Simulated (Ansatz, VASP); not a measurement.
Two plane-wave programs on NbTe4Mo

```
CELL_PARAMETERS angstrom
3.61634 0.00000 0.00000
-1.80817 3.13184 0.00000
0.00000 0.00000 17.15633
ATOMIC_POSITIONS crystal
Nb 0.00000 0.00000 0.00000
Te 0.33333 0.66667 0.39588
Te 0.33333 0.66667 0.89051
Te 0.33333 0.66667 0.10949
Te 0.33333 0.66667 0.60412
Mo 0.00000 0.00000 0.50000
```

Alike in both runs: task single point; functional PBE; k mesh 6 × 6 × 1; occupations gaussian, width 0.1 eV; collinear spin.

```csv
,VASP,Ansatz
version,VASP 6.6.1,Ansatz 0.2.0
potentials or method,"VASP PAW PBE potentials, release 64 (Nb_sv, Te, Mo_sv), cutoff 520 eV","scalar-relativistic, plane waves, PAW"
valence electrons in the cell,51,91
```

```tsv
	VASP	Ansatz	Ansatz less VASP
gap on the k mesh at the Fermi level (eV)	none	none	-
pressure (GPa)	0.0	0.0	+0.05
traceless stress, the component that is largest in VASP (GPa)	-0.03	-0.07	-0.035
rms of the force components (eV/Å)	0.015	0.012	-0.0027
net moment per atom (μB)	0.08	0.08	+0.001
size of the moment on the site where the two differ most (μB)	0.31	0.30	-0.007
```

Site moments also hang on the region over which each program counts them. Atom by atom the forces differ by 0.005 eV/Å (rms over components). A gap of «none» marks a metal or a gap that the smearing closes. With one functional, cell and mesh, what is left measures potentials, basis and numerics. VASP's potentials hold 51 valence electrons a cell and Ansatz's 91, so a difference there can come from the potentials and not from the codes.

The k mesh is coarse, so the values compare programs but aren't converged. Spin-orbit coupling is off throughout.
